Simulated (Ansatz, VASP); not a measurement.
## Two plane-wave programs on Nb

File INCAR:

```
SYSTEM = Nb
ALGO = Fast ; EDIFF = 1E-6
ENCUT = 520 ; GGA = PS
ISIF = 2 ; ISMEAR = 0
LASPH = .TRUE. ; LCHARG = .FALSE.
LREAL = .FALSE. ; LWAVE = .FALSE.
NBANDS = 12 ; NELM = 100
PREC = Accurate ; SIGMA = 0.15
```

The input KPOINTS:

```
k-points
0
G
  20 20 20
  0 0 0
```

Contents of POSCAR:

```
Nb
1.0
    0.0079312500      2.1150000000      2.1150000000
    2.1229312500      0.0000000000      2.1229312500
    2.1150000000      2.1150000000      0.0079312500
Nb
1
Direct
    0.0000000000      0.0000000000      0.0000000000
```

Input for Ansatz:

```yaml
crystal:
  lattice:
    - [0.00793125, 2.115, 2.115]
    - [2.12293125, 0.0, 2.12293125]
    - [2.115, 2.115, 0.00793125]
  atoms:
    - { symbol: Nb, position: [0.0, 0.0, 0.0] }
basis:
  ecutwfc: 420
kpoints:
  mp_grid: { grid: [20, 20, 20] }
hamiltonian:
  xc: pbesol
scf:
  occupations: { method: gaussian, width: 0.15 }
output:
  forces: true
  stress: true
  eigenvalues: true
  write_density: true
  write_potential: true
  elf: true
  volumetric_format: npy
```

Change from the starting cell: strain +0.0075 x Voigt [0, 0, 0, 0, 1, 0], atoms carried along.

Alike in both runs: task single point; functional PBEsol; k mesh 20 × 20 × 20; occupations gaussian, width 0.15 eV; no spin polarisation.

|  | VASP | Ansatz |
| --- | --- | --- |
| version | VASP 6.6.1 | Ansatz 0.2.0 |
| potentials or method | VASP PAW PBE potentials, release 64 (Nb_sv), cutoff 520 eV | scalar-relativistic, plane waves, PAW |
| valence electrons in the cell | 13 | 13 |

Ansatz gave:

```
gap on the k mesh at the Fermi level (eV)                     : none
pressure (GPa)                                                : -6.9
traceless stress, the component that is largest in VASP (GPa) : 0.41
```

**Question.** Estimate VASP's values.

**Answer.** gap on the k mesh at the Fermi level (eV): none; pressure (GPa): -7.3; traceless stress, the component that is largest in VASP (GPa): 0.40.

VASP's potentials were made for PBE, not for PBEsol. A gap of «none» marks a metal or a gap that the smearing closes.
